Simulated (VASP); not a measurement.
# C in VASP: notebook

The runs below take C through single point, relaxation of cell and atoms, with PBEsol, LDA.

All numbers are computed with VASP 6.6.1; they aren't measurements. Logs are shortened: lines on timing, memory, paths and dates and some standing lists are left out, and cuts for length are marked.

### Step 1. The cell of the first run

Symmetry: Fmmm, No. 69, orthorhombic system. The conventional cell has a = 2.459 Å, b = 4.258 Å, c = 7.323 Å, α = 90.00°, β = 90.00°, γ = 90.00°. C (site symmetry m2m) has 3 C at 1.42 Å within 1.9 Å.

### Step 2. Single point, PBEsol

Input file INCAR:

```
SYSTEM = C
ALGO     = Normal         ! electronic algorithm
EDIFF    = 1E-7           ! SCF threshold, eV
ENCUT    = 520            ! plane-wave cutoff, eV
GGA      = PS             ! functional
ISIF     = 2              ! what is computed and relaxed
ISMEAR   = 0              ! smearing method
LASPH    = .TRUE.         ! aspherical terms in the spheres
LCHARG   = .FALSE.        ! write CHGCAR
LREAL    = .FALSE.        ! projectors in reciprocal space
LWAVE    = .FALSE.        ! write WAVECAR
NBANDS   = 16             ! bands
NELM     = 100            ! most SCF steps
PREC     = Accurate       ! precision mode
SIGMA    = 0.1            ! smearing width, eV
```

Input file KPOINTS:

```
k-points
0
G
  18 18 6
  0 0 0
```

Input file POSCAR:

```
C
1.0
    1.2295804078     -2.1291855989      0.0000000000
    1.2295804078      2.1291855989      0.0000000000
    0.0000000000      0.0000000000      7.3232347117
C
4
Direct
    0.0833204617      0.9166795383      0.7499992099
    0.5833204617      0.4166795383      0.2500007901
    0.9166795383      0.0833204617      0.2500007901
    0.4166795383      0.5833204617      0.7499992099
```

Potentials or basis: VASP PAW PBE potentials, release 64 (C).

Launch:

```bash
cat potpaw_PBE.64/C/POTCAR > POTCAR
mpirun -np 1 vasp_std > vasp.out
```

OUTCAR:

```text
SYSTEM = C
   EDIFF = 1E-7
   ENCUT = 520
   GGA = PS
   ISIF = 2
   ISMEAR = 0
   LASPH = .TRUE.
   LREAL = .FALSE.
   NELM = 100
   PREC = Accurate

 ion  position               nearest neighbor table
   1  0.083  0.917  0.750-   4 1.42   4 1.42   4 1.42
   2  0.583  0.417  0.250-   3 1.42   3 1.42   3 1.42
   3  0.917  0.083  0.250-   2 1.42   2 1.42   2 1.42
   4  0.417  0.583  0.750-   1 1.42   1 1.42   1 1.42

  LATTYP: Found a base centered orthorhombic cell.
 ALAT       =     2.4591608156
 B/A-ratio  =     1.7316359186
 C/A-ratio  =     2.9779405500

  Lattice vectors:

 A1 = (   1.2295804078,  -2.1291855989,   0.0000000000)
 A2 = (   1.2295804078,   2.1291855989,   0.0000000000)
 A3 = (   0.0000000000,   0.0000000000,   7.3232347117)

Analysis of symmetry for initial positions (statically):
=====================================================================
 Subroutine PRICEL returns following result:

  LATTYP: Found a face centered orthorhombic cell.
 ALAT       =     2.4591608157
 B/A-ratio  =     1.7316359185
 C/A-ratio  =     2.9779405498

  Lattice vectors:

 A1 = (   0.0000000000,  -2.1291855989,  -3.6616057837)
 A2 = (   1.2295804078,   0.0000000000,  -3.6616057837)
 A3 = (   1.2295804078,  -2.1291855989,   0.0000231444)

   2 primitive cells build up your supercell.

 Routine SETGRP: Setting up the symmetry group for a
 base centered orthorhombic supercell.

 Subroutine GETGRP returns: Found  8 space group operations
 (whereof  4 operations were pure point group operations)
 out of a pool of  8 trial point group operations.

The static configuration has the point symmetry C_2h.
 The point group associated with its full space group is D_2h.

Analysis of symmetry for dynamics (positions and initial velocities):
=====================================================================
 Subroutine PRICEL returns following result:

  LATTYP: Found a face centered orthorhombic cell.
 ALAT       =     2.4591608157
 B/A-ratio  =     1.7316359185
 C/A-ratio  =     2.9779405498

  Lattice vectors:

 A1 = (   0.0000000000,  -2.1291855989,  -3.6616057837)
 A2 = (   1.2295804078,   0.0000000000,  -3.6616057837)
 A3 = (   1.2295804078,  -2.1291855989,   0.0000231444)

   2 primitive cells build up your supercell.

 Routine SETGRP: Setting up the symmetry group for a
 base centered orthorhombic supercell.

 Subroutine GETGRP returns: Found  8 space group operations
 (whereof  4 operations were pure point group operations)
 out of a pool of  8 trial point group operations.

The dynamic configuration has the point symmetry C_2h.
 The point group associated with its full space group is D_2h.

 Subroutine INISYM returns: Found  8 space group operations
 (whereof  4 operations are pure point group operations),
 and found     2 'primitive' translations

----------------------------------------------------------------------------------------

                                     Primitive cell

  volume of cell :      19.1723

  direct lattice vectors                    reciprocal lattice vectors
     0.000000000 -2.129185599 -3.661605784    -0.406641499 -0.234832314 -0.136551680
     1.229580408  0.000000000 -3.661605784     0.406644069  0.234830829 -0.136551680
     1.229580408 -2.129185599  0.000023144     0.406641499 -0.234830829  0.136551680

  length of vectors
     4.235656765  3.862541248  2.458719035     0.489029534  0.489030959  0.489028821

  position of ions in fractional coordinates (direct lattice)
     0.333321515  0.166680592  0.833319408
     0.666681645  0.833322569  0.166677431

  ion indices of the primitive-cell ions
   primitive index   ion index
                 1           1
                 2           4

----------------------------------------------------------------------------------------

 KPOINTS: k-points

Automatic generation of k-mesh.
 Grid dimensions read from file:
 generate k-points for:   18   18    6

 Generating k-lattice:

  Cartesian coordinates                     Fractional coordinates (reciprocal lattice)
     0.022591266 -0.013046198  0.000000000     0.055555556  0.000000000  0.000000000
     0.022591266  0.013046198  0.000000000     0.000000000  0.055555556  0.000000000
     0.000000000  0.000000000  0.022758613     0.000000000  0.000000000  0.166666667

  Length of vectors
     0.026087709  0.026087709  0.022758613

  Shift w.r.t. Gamma in fractional coordinates (k-lattice)
     0.000000000  0.000000000  0.000000000

 Subroutine IBZKPT returns following result:
 ===========================================

 Found    364 irreducible k-points:

 Following reciprocal coordinates:
            Coordinates               Weight
  0.000000  0.000000  0.000000      1.000000
  0.055556  0.000000  0.000000      4.000000
  0.111111  0.000000  0.000000      4.000000
  0.166667  0.000000  0.000000      4.000000
  0.222222  0.000000  0.000000      4.000000
  0.277778  0.000000  0.000000      4.000000
[... 16 lines left out ...]
 -0.277778  0.055556  0.000000      4.000000
 -0.222222  0.055556  0.000000      4.000000
 [... further k-points ...]
   k-points           NKPTS =    364   k-points in BZ     NKDIM =    364   number of bands    NBANDS=     16
   number of dos      NEDOS =    301   number of ions     NIONS =      4
   total plane-waves  NPLWV =  17496
   dimension x,y,z NGX =    18 NGY =   18 NGZ =   54
   dimension x,y,z NGXF=    36 NGYF=   36 NGZF=  108
   ions per type =               4
   NGX,Y,Z   is equivalent  to a cutoff of  12.17, 12.17, 12.26 a.u.
   NGXF,Y,Z  is equivalent  to a cutoff of  24.34, 24.34, 24.52 a.u.
 SYSTEM =  C
   PREC   = accura    normal or accurate (medium, high low for compatibility)
   ISTART =      0    job   : 0-new  1-cont  2-samecut
   ICHARG =      2    charge: 1-file 2-atom 10-const
   ISPIN  =      1    spin polarized calculation?
   LNONCOLLINEAR =      F non collinear calculations
   LSORBIT =      F    spin-orbit coupling
   LASPH  =      T    aspherical Exc in radial PAW
   ENCUT  =  520.0 eV  38.22 Ry    6.18 a.u.   4.57  4.57 13.62*2*pi/ulx,y,z
   NELM   =    100;   NELMIN=  2; NELMDL= -5     # of ELM steps
   EDIFF  = 0.1E-06   stopping-criterion for ELM
   LREAL  =      F    real-space projection
   EDIFFG = 0.1E-05   stopping-criterion for IOM
   NSW    =      0    number of steps for IOM
   IBRION =     -1    ionic relax: 0-MD 1-quasi-New 2-CG
   NFREE  =      0    steps in history (QN), initial steepest desc. (CG)
   ISIF   =      2    stress and relaxation
   ISYM   =      2    0-nonsym 1-usesym 2-fastsym
   POTIM  = 0.5000    time-step for ionic-motion
   TEBEG  =    0.0;   TEEND  =   0.0 temperature during run
   PSTRESS=    0.0 pullay stress
   NELECT =      16.0000    total number of electrons
   NUPDOWN=      -1.0000    fix difference up-down
   EMIN   =  10.00;   EMAX   =-10.00  energy-range for DOS
   EFERMI =   0.00;   METHOD = LEGACY
   ISMEAR =     0;   SIGMA  =   0.10  broadening in eV -4-tet -1-fermi 0-gaus
   EFERMI_NEDOS =   21; number of points for ismear=-14 and -15
   IALGO  =     38    algorithm
   IMIX   =      4    mixing-type and parameters
     AMIX     =   0.40;   BMIX     =  1.00
     AMIX_MAG =   1.60;   BMIX_MAG =  1.00
  volume/ion in A,a.u.               =       9.59        64.69
  Fermi-wavevector in a.u.,A,eV,Ry     =   1.223340  2.311777 20.361931  1.496560
  Thomas-Fermi vector in A             =   2.358454
   LORBIT       =      0    0 simple, 1 ext, 2 COOP (PROOUT), +10 PAW based schemes
   GGA     = PS    functional components
   LHFCALC =     F    Hartree Fock is set to
   AEXX    =    0.0000 exact exchange contribution
   IVDW    =     0    specifies the selected vdW correction
   LEPSILON=     F    determine dielectric tensor
   LRPA    =     F    only Hartree local field effects (RPA)
 non-spin polarized calculation
 Gauss-broadening in eV      SIGMA  =   0.10
  energy-cutoff  :      520.00
  volume of cell :       38.34
 maximum number of plane-waves:      1052
   NGX =  9   NGY =  9   NGZ = 27

 number of electron      15.9999994 magnetization

 Free energy of the ion-electron system (eV)
  ---------------------------------------------------
  ext. energy  EPLUGINS =         0.00000000
  ---------------------------------------------------
  free energy    TOTEN  =       -38.57765224 eV

  energy without entropy =      -38.57718436  energy(sigma->0) =      -38.57741830

 E-fermi :   3.9119     XC(G=0):  -9.9410

 val. band max:        3.8452120393   @ k =   0.3333   0.3333   0.3333
 cond. band min:       3.9131613218   @ k =   0.3333   0.3333   0.5000
 fundamental gap:      0.0679492824
 Fermi energy:         3.9119062112

 k-point     1 :       0.0000    0.0000    0.0000
  band No.  band energies     occupation
      1     -15.7003      2.00000
      2     -15.5491      2.00000
      3      -4.3872      2.00000
      4      -3.1278      2.00000
      5       0.9169      2.00000
      6       0.9255      2.00000
[... 8 lines left out ...]
     15      15.4474      0.00000
     16      15.5151      0.00000

 k-point     2 :       0.0556    0.0000    0.0000
  band No.  band energies     occupation
      1     -15.6266      2.00000
      2     -15.4761      2.00000
      3      -4.2974      2.00000
      4      -3.0421      2.00000
      5       0.6202      2.00000
      6       0.6325      2.00000
[... 8 lines left out ...]
     15      15.1787      0.00000
     16      15.2674      0.00000

 k-point     3 :       0.1111    0.0000    0.0000
  band No.  band energies     occupation
      1     -15.4058      2.00000
      2     -15.2576      2.00000
      3      -4.0290      2.00000
      4      -2.7860      2.00000
      5      -0.2036      2.00000
      6      -0.1842      2.00000
[... 8 lines left out ...]
     15      14.4138      0.00000
     16      14.5642      0.00000

 k-point     4 :       0.1667    0.0000    0.0000
  band No.  band energies     occupation
      1     -15.0388      2.00000
      2     -14.8944      2.00000
      3      -3.5845      2.00000
      4      -2.3634      2.00000
      5      -1.3874      2.00000
      6      -1.3583      2.00000
[... 8 lines left out ...]
     15      14.8365      0.00000
     16      14.8366      0.00000

 k-point     5 :       0.2222    0.0000    0.0000
  band No.  band energies     occupation
      1     -14.5277      2.00000
      2     -14.3884      2.00000
      3      -2.9694      2.00000
      4      -2.7738      2.00000
      5      -2.7337      2.00000
      6      -1.7815      2.00000
[... 8 lines left out ...]
     15      16.4990      0.00000
     16      16.4993      0.00000

 k-point     6 :       0.2778    0.0000    0.0000
  band No.  band energies     occupation
      1     -13.8753      2.00000
      2     -13.7425      2.00000
      3      -4.2473      2.00000
      4      -4.1959      2.00000
      5      -2.1933      2.00000
      6      -1.3837      2.00000
[... 8 lines left out ...]
     15      18.3540      0.00000
     16      18.3547      0.00000
[... 267 lines left out ...]
 k-point    21 :      -0.3889    0.0556    0.0000
  band No.  band energies     occupation
      1     -12.5908      2.00000
      2     -12.4707      2.00000
      3      -6.4255      2.00000
      4      -6.3588      2.00000
      5      -2.2927      2.00000
      6      -2.2784      2.00000
[... 8 lines left out ...]
     15      18.2570      0.00000
     16      19.8202      0.00000

 k-point    22 :      -0.3333    0.0556    0.0000
  band No.  band energies     occupation
      1     -13.4440      2.00000
      2     -13.3153      2.00000
      3      -4.9725      2.00000
      4      -4.9176      2.00000
      5      -1.8730      2.00000
      6      -1.8599      2.00000
[... 8 lines left out ...]
     15      18.1676      0.00000
     16      18.6573      0.00000

 k-point    23 :      -0.2778    0.0556    0.0000
  band No.  band energies     occupation
      1     -14.1645      2.00000
      2     -14.0288      2.00000
      3      -3.5085      2.00000
      4      -3.4661      2.00000
      5      -2.5358      2.00000
      6      -1.3722      2.00000
[... 8 lines left out ...]
     15      16.8298      0.00000
     16      16.9707      0.00000

 k-point    24 :      -0.2222    0.0556    0.0000
  band No.  band energies     occupation
      1     -14.7463      2.00000
      2     -14.6048      2.00000
      3      -3.2321      2.00000
      4      -2.1033      2.00000
      5      -2.0743      2.00000
      6      -2.0283      2.00000
[... 8 lines left out ...]
     15      15.3259      0.00000
     16      15.3943      0.00000

 [... further k-points ...]
[... 5 lines left out ...]
  --------------------------------------------------------------------------------------
  -------------------------------------------------------------------------------------
  Total        0.2300165      0.2307171     -0.0052392      0.0000000      0.0000000      0.0000000
  in kB        9.6109461      9.6402207     -0.2189150      0.0000000      0.0000000      0.0000000
  external PRESSURE =       6.3440839 kB  Pullay stress =       0.0000000 kB

 VOLUME and BASIS-vectors are now :
 -----------------------------------------------------------------------------
  energy-cutoff  :      520.00
  volume of cell :       38.34
      direct lattice vectors                 reciprocal lattice vectors
     1.229580408 -2.129185599  0.000000000     0.406642784 -0.234831571  0.000000000
     1.229580408  2.129185599  0.000000000     0.406642784  0.234831571  0.000000000
     0.000000000  0.000000000  7.323234712     0.000000000  0.000000000  0.136551680

 POSITION                                       TOTAL-FORCE (eV/Angst)
 -----------------------------------------------------------------------------------
      1.22958      1.77438      5.49242         0.000000     -0.000127      0.000000
      1.22958     -0.35481      1.83081         0.000000     -0.000127     -0.000000
      1.22958     -1.77438      1.83081        -0.000000      0.000127     -0.000000
      1.22958      0.35481      5.49242        -0.000000      0.000127      0.000000
 -----------------------------------------------------------------------------------
    total drift:                                0.000000      0.000275     -0.013893

  FREE ENERGIE OF THE ION-ELECTRON SYSTEM (eV)
  ---------------------------------------------------
  free  energy   TOTEN  =       -38.5776522381 eV

  energy  without entropy=      -38.5771843616  energy(sigma->0) =      -38.57741830
```

Run time: 2.8 min. Hardware: 1 thread of Intel Xeon Platinum 8259CL at 2.50GHz (Skylake/Cascade Lake), shared host; peak memory 0.26 GiB.

Results:

```yaml
Free_energy: -38.5777 eV
Pressure: 0.6 GPa
Band_gap_on_the_k_mesh: zero (filled and empty bands touch)
```

Stress tensor (GPa, compression positive):
```
 0.96  0.00  0.00
 0.00  0.96  0.00
 0.00  0.00 -0.02
```

Levels at points of the mesh, in eV from the Fermi level:
```
           k point  band 5  band 6  band 7  band 8  band 9  band 10  band 11  band 12
(0.00, 0.00, 0.00)   -3.00   -2.99   -2.98   -2.98    3.47     8.33     8.35     8.37
(0.50, 0.00, 0.00)   -6.41   -6.41   -2.41   -2.41    1.74     1.74     7.44     7.44
(0.50, 0.50, 0.00)   -6.42   -6.40   -2.79   -1.93    1.15     2.20     7.33     7.54
(0.00, 0.00, 0.50)   -2.99   -2.99   -2.98   -2.98    5.50     5.50     8.36     8.36
(0.50, 0.00, 0.50)   -6.41   -6.41   -2.38   -2.38    1.63     1.63     7.44     7.44
(0.50, 0.50, 0.50)   -6.41   -6.41   -2.38   -2.38    1.64     1.64     7.44     7.44
```

Caveat: the PAW data sets were made with another functional, which shifts forces and pressure a little; this functional lacks dispersion, which binds the layers, so the pressure and a relaxed spacing across them are unreliable.

### Step 3. Relaxation of cell and atoms, LDA

This run uses another cell than the first one, of 9.37 Å³/atom, 0.977 times its volume.

Input file INCAR:

```
PREC = Accurate ; ENCUT = 910
EDIFF = 1E-7 ; ISMEAR = 0
SIGMA = 0.1 ; LREAL = F
LASPH = T ; NELM = 120
ALGO = Normal ; ISIF = 3
LWAVE = F ; LCHARG = F
IBRION = 2 ; NSW = 80
EDIFFG = -0.01 ; GGA_COMPAT = F
NELMIN = 4
```

Input file KPOINTS:

```
regular mesh
0
Gamma
  1 1 1
```

Input file POSCAR:

```
C
1.0
    1.2280479700     -2.1270618200      0.0000000000
    1.2280479700      2.1270618200      0.0000000000
    0.0000000000      0.0000000000      7.1732677600
C
4
Direct
    0.0833794600      0.9166205400      0.7531376000
    0.5833794600      0.4166205400      0.2468624000
    0.9166205400      0.0833794600      0.2468624000
    0.4166205400      0.5833794600      0.7531376000
```

Potentials or basis: VASP PAW LDA potentials, release 64 (C_h).

Launch:

```bash
cat potpaw_LDA.64/C_h/POTCAR > POTCAR
mpirun -np 1 vasp_gam > vasp.out
```

It took 36 s on 1 thread of AMD EPYC 7R43 (Zen 3), shared host; peak memory 0.11 GiB.

It converged, with:

| Property | Result |
| --- | --- |
| Free energy | -27.0391 eV |
| Relaxed volume | 10.92 Å³/atom |
| Relaxed cell | a = 2.508 Å, b = 2.508 Å, c = 8.017 Å, α = 90.00°, β = 90.00°, γ = 119.98° |
| Space group after relaxing (to 0.05 Å) | Cmme (No. 67) |
| Energy gained by relaxing | 55.3 meV/atom |
| Ionic steps | 19 |
| Pressure after relaxing | 0.0 GPa |
| Largest force after relaxing | 0.009 eV/Å |
| Band gap on the k mesh | 5.27 eV |

Forces on the atoms (eV/Å):
```
C    0.000  0.009 -0.002
C    0.000  0.009  0.002
C    0.000 -0.009  0.002
C    0.000 -0.009 -0.002
```

Stress tensor (GPa, compression positive):
```
 0.00  0.00  0.00
 0.00  0.08  0.00
 0.00  0.00 -0.01
```

The path:
```
step  energy change (eV)  largest force (eV/Å)  pressure (GPa)  volume (Å³)
   1              0.0000                0.0439           20.75        37.48
   2              0.6627                0.2807          -33.46        44.40
   3             -0.1389                0.1047            0.62        39.44
   4             -0.1394                0.0989            1.64        39.33
   5             -0.1610                0.7368            1.14        40.05
   6             -0.1642                1.3034            0.88        40.54
   7             -0.1674                1.2651            0.84        40.62
   8             -0.1765                1.1501            0.73        40.87
   9             -0.1919                0.9207            0.52        41.37
  10             -0.2125                0.4637            0.16        42.38
  11             -0.2175                0.4423           -0.39        44.39
  12             -0.2209                0.1005           -0.19        43.63
  13             -0.2209                0.0727           -0.19        43.57
  14             -0.2209                0.0320           -0.12        43.60
  15             -0.2210                0.0340           -0.03        43.65
  16             -0.2210                0.0264           -0.04        43.65
  17             -0.2210                0.0233           -0.05        43.65
  18             -0.2210                0.0159           -0.01        43.66
  19             -0.2210                0.0093            0.02        43.67
```

Final structure:
```cif
data_structure
_symmetry_space_group_name_H-M 'P 1'
_symmetry_Int_Tables_number 1
_cell_length_a 2.5076
_cell_length_b 2.5076
_cell_length_c 8.0167
_cell_angle_alpha 90.000
_cell_angle_beta 90.000
_cell_angle_gamma 119.976
_cell_volume 43.67
loop_
_atom_site_label
_atom_site_type_symbol
_atom_site_fract_x
_atom_site_fract_y
_atom_site_fract_z
_atom_site_occupancy
C1 C 0.08333 0.91667 0.75244 1
C2 C 0.58333 0.41667 0.24756 1
C3 C 0.91667 0.08333 0.24756 1
C4 C 0.41667 0.58333 0.75244 1
```

Levels at points of the mesh, in eV from the valence-band top:
| k point | band 4 | band 5 | band 6 | band 7 | band 8 | band 9 | band 10 | band 11 | band 12 |
| --- | --- | --- | --- | --- | --- | --- | --- | --- | --- |
| (0.00, 0.00, 0.00) | -4.41 | -0.01 | 0.00 | 0.00 | 0.00 | 5.27 | 9.26 | 10.62 | 10.65 |

Caveat: the k points lie up to 2.89 Å⁻¹ apart in the final cell; the cutoff is under 1.25 times the usual one of these potentials, so pressure, stress and relaxed cells hold a basis-set (Pulay) error; the volume moved by over 15 % at a fixed basis, so the end points are rough.
